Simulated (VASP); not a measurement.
Set up this calculation in VASP 6.6.1, as the native input.

```yaml
Task: single point
Functional: PBE
Potentials_or_basis: VASP PAW PBE potentials, release 64 (B, N)
Cutoff: 520 eV
k_mesh: 12 × 12 × 6
Occupations: gaussian, width 0.05 eV
Spin: no spin polarisation
Dipole_correction: no
Further_INCAR_settings: ALGO = Normal; EDIFF = 1e-07; NBANDS = 16
```

The structure of BN lies in POSCAR:

```
BN
1.0
    2.6312174989      0.0000000000      0.0000000000
   -1.3156087494      2.2787011969      0.0000000000
    0.0000000000      0.0000000000      4.3512499713
B N
2 2
Direct
    0.6666666667      0.3333333333      0.9998058547
    0.3333333333      0.6666666667      0.4998058547
    0.6666666667      0.3333333333      0.6251941453
    0.3333333333      0.6666666667      0.1251941453
```

This cell differs from its parent crystal: strain +0.030 along x and y, +0.030 along z.

One way to write it, as run:

INCAR

```
PREC = Accurate
ENCUT = 520
EDIFF = 1E-7
ISMEAR = 0
SIGMA = 0.05
LREAL = F
LASPH = T
NELM = 100
ALGO = Normal
ISIF = 2
LWAVE = F
LCHARG = F
GGA = PE
NBANDS = 16
```

KPOINTS

```
regular mesh
0
Gamma
  12 12 6
```

Potentials or basis: VASP PAW PBE potentials, release 64 (B, N).

Launch:

```bash
$ cat potpaw_PBE.64/B/POTCAR potpaw_PBE.64/N/POTCAR > POTCAR
$ mpirun -np 1 vasp_std > vasp.out
```

Results of the run:

```
Pressure               : -28.0 GPa
Largest force          : 0.060 eV/Å
Band gap on the k mesh : 5.32 eV, indirect (least direct gap 7.77 eV)
```

Caveat: the cell differs from its parent crystal (strain +0.030 along x and y, +0.030 along z).

It took 40 s on 1 thread of Intel Xeon 8259CL, on a shared host, peak memory 0.15 GiB.
